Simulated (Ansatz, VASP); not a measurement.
**Two plane-wave programs on Al3Si2F**

```xyz
6
Lattice="2.9923 1.7276 3.1341 -2.9923 1.7276 3.1341 0.0000 -3.4552 3.1341" Properties=species:S:1:pos:R:3 pbc="T T T"
Al   -1.4962    0.8638    1.5671
Al    1.4962    0.8638    1.5671
Al    0.0000   -1.7276    1.5671
Si    0.0000    0.0000    5.9984
Si    0.0000    0.0000    3.4040
F     0.0000    0.0000    0.0000
```

Change from the starting cell: species swapped into the Zr2Al3Cr type (R-3m, No. 166).

Alike in both runs: functional PBE; k mesh 3 × 3 × 3; occupations gaussian, width 0.15 eV; no spin polarisation.

Ansatz relaxed the structure, and its values are those at the end. VASP's run is a single point on that final structure, the one shown.

|  | VASP | Ansatz |
| --- | --- | --- |
| version | VASP 6.6.1 | Ansatz 0.2.0 |
| potentials or method | VASP PAW PBE potentials, release 64 (Al, Si, F), cutoff 600 eV | scalar-relativistic, plane waves, PAW |
| valence electrons in the cell | 24 | 24 |

|  | VASP | Ansatz | Ansatz less VASP |
| --- | --- | --- | --- |
| gap on the k mesh at the Fermi level (eV) | none | none | - |
| pressure (GPa) | 0.0 | 0.1 | +0.10 |
| rms of the force components (eV/Å) | 0.011 | 0.010 | -0.0011 |

A gap of «none» marks a metal or a gap that the smearing closes.

The k mesh is coarse, so the values compare programs but aren't converged.
